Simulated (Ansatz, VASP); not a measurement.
This is a calculation of MgB2 for VASP 6.6.1.

File POSCAR:

```
MgB2
1.0
    3.0850000000      0.0000000000      0.0000000000
   -1.5425000000      2.6716883707      0.0000000000
    0.0000000000      0.0000000000      3.5230000000
Mg B
1 2
Direct
    0.0000000000      0.0000000000      0.0000000000
    0.6666666667      0.3333333333      0.5000000000
    0.3333333333      0.6666666667      0.5000000000
```

The input INCAR.step1:

```
PREC     = Accurate       # precision mode
ENCUT    = 520            # plane-wave cutoff, eV
EDIFF    = 1E-5           # SCF threshold, eV
ISMEAR   = -1             # smearing method
SIGMA    = 0.05           # smearing width, eV
LREAL    = F              # projectors in reciprocal space
LASPH    = T              # aspherical terms in the spheres
NELM     = 80             # most SCF steps
ALGO     = Normal         # electronic algorithm
ISIF     = 2              # what is computed and relaxed
LWAVE    = T              # write WAVECAR
GGA      = PE             # functional
NBANDS   = 11             # bands
```

Contents of INCAR.step2:

```
PREC     = Accurate       # precision mode
ENCUT    = 520            # plane-wave cutoff, eV
EDIFF    = 1E-6           # SCF threshold, eV
ISMEAR   = -1             # smearing method
SIGMA    = 0.05           # smearing width, eV
LREAL    = F              # projectors in reciprocal space
LASPH    = T              # aspherical terms in the spheres
NELM     = 80             # most SCF steps
ALGO     = Normal         # electronic algorithm
ISIF     = 2              # what is computed and relaxed
LWAVE    = F              # write WAVECAR
LCHARG   = T              # write CHGCAR
GGA      = PE             # functional
LHFCALC  = T              # exact exchange
AEXX     = 0.25           # exact-exchange fraction
PRECFOCK = Normal       
LELF     = T              # ELF
LVHAR    = T            
ISTART   = 1            
NBANDS   = 11             # bands
```

File KPOINTS:

```
Automatic mesh
0
Gamma
  8 8 6
```

Potentials or basis: VASP PAW PBE potentials, release 64 (Mg, B).

Command:

```console
$ cat potpaw_PBE.64/Mg/POTCAR potpaw_PBE.64/B/POTCAR > POTCAR
$ cp INCAR.step1 INCAR
$ mpirun -np 1 vasp_std > vasp.out
$ cp INCAR.step2 INCAR
$ mpirun -np 1 vasp_std > vasp.out
```

Problem. Translate it to Ansatz 0.2.0. Potentials there: Ansatz PAW.

Solution. As run (the cutoff follows the program's own potentials):

Contents of input:

```
crystal:
  lattice:
    - [3.085, 0.0, 0.0]
    - [-1.5425, 2.6716883707, 0.0]
    - [0.0, 0.0, 3.523]
  atoms:
    - { symbol: Mg, position: [0.0, 0.0, 0.0] }
    - { symbol: B, position: [0.6666666667, 0.3333333333, 0.5] }
    - { symbol: B, position: [0.3333333333, 0.6666666667, 0.5] }
hamiltonian:
  xc: pbe0
  pseudopotentials: { kind: paw }
kpoints:
  mp_grid: { grid: [8, 8, 6] }
scf:
  occupations: { method: fermi_dirac, width: 0.05 }
output:
  forces: true
  stress: true
  eigenvalues: true
```

Both were run:

|  | VASP | Ansatz | Ansatz less VASP |
| --- | --- | --- | --- |
| gap on the k mesh at the Fermi level (eV) | none | none | - |
| pressure (GPa) | -2.6 | -2.4 | +0.24 |
| traceless stress, the component that is largest in VASP (GPa) | -0.93 | -0.87 | +0.061 |

A gap of «none» marks a metal or a gap that the smearing closes. VASP's potentials hold 8 valence electrons a cell and Ansatz's 16, so a difference there can come from the potentials and not from the codes.
